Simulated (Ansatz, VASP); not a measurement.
# NbC4: VASP beside Ansatz

```
CELL_PARAMETERS angstrom
-3.15443 3.15443 1.29461
3.15443 -3.15443 1.29461
3.15443 3.15443 -1.29461
ATOMIC_POSITIONS crystal
Nb 0.00000 0.00000 0.00000
C 0.72070 0.72071 0.44141
C 0.27930 0.27929 0.55859
C 0.72071 0.27930 0.00000
C 0.27929 0.72070 0.00000
```

Change from the starting cell: species swapped into the HoAu4 type (I4/m, No. 87).

Alike in both runs: functional PBE; k mesh 6 × 6 × 6; occupations gaussian, width 0.1 eV; no spin polarisation.

Ansatz relaxed the structure, and its values are those at the end. VASP's run is a single point on that final structure, the one shown.

|  | VASP | Ansatz |
| --- | --- | --- |
| version | VASP 6.6.1 | Ansatz 0.2.0 |
| potentials or method | VASP PAW PBE potentials, release 64 (Nb_sv, C), cutoff 520 eV | scalar-relativistic, plane waves, PAW |
| valence electrons in the cell | 29 | 29 |

Ansatz gave:

* gap on the k mesh at the Fermi level (eV): none
* pressure (GPa): 0.1
* rms of the force components (eV/Å): 0.003

Q: What did VASP give for the same quantities?

A: gap on the k mesh at the Fermi level (eV): none; pressure (GPa): 0.1; rms of the force components (eV/Å): 0.013.

A gap of «none» marks a metal or a gap that the smearing closes.

The k mesh is coarse, so the values compare programs but aren't converged.
